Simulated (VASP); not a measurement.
A run of VASP 6.6.1:

File INCAR:

```
PREC = Accurate
ENCUT = 600
EDIFF = 1E-7
ISMEAR = 0
SIGMA = 0.1
LREAL = F
LASPH = T
NELM = 80
ALGO = Fast
ISIF = 3
LWAVE = F
LCHARG = F
GGA = PE
IBRION = 2
NSW = 90
EDIFFG = -0.04
```

Contents of KPOINTS:

```
regular mesh
0
Gamma
  3 3 3
```

The input POSCAR:

```
Te3O2
1.0
    3.8898891900      2.2458285700      3.0989799000
   -3.8898891900      2.2458285700      3.0989799000
    0.0000000000     -4.4916571500      3.0989799000
Te O
3 2
Direct
    0.0000000000      0.5000000000      0.0000000000
    0.0000000000      0.0000000000      0.5000000000
    0.5000000000      0.0000000000      0.0000000000
    0.8187567600      0.8187567600      0.8187567600
    0.1812432400      0.1812432400      0.1812432400
```

Potentials or basis: VASP PAW PBE potentials, release 64 (Te, O).

Launch:

```bash
$ cat potpaw_PBE.64/Te/POTCAR potpaw_PBE.64/O/POTCAR > POTCAR
$ mpirun -np 1 vasp_std > vasp.out
```

Hardware: 1 thread of Oxide Virtual Turin-like Processor (shared host).

Estimate the wall time of this run.

It took 8 min on 1 thread of Oxide Virtual Turin-like Processor, on a shared host, peak memory 0.31 GiB. Counts: scf iterations 233, k points 6, ion steps 15.
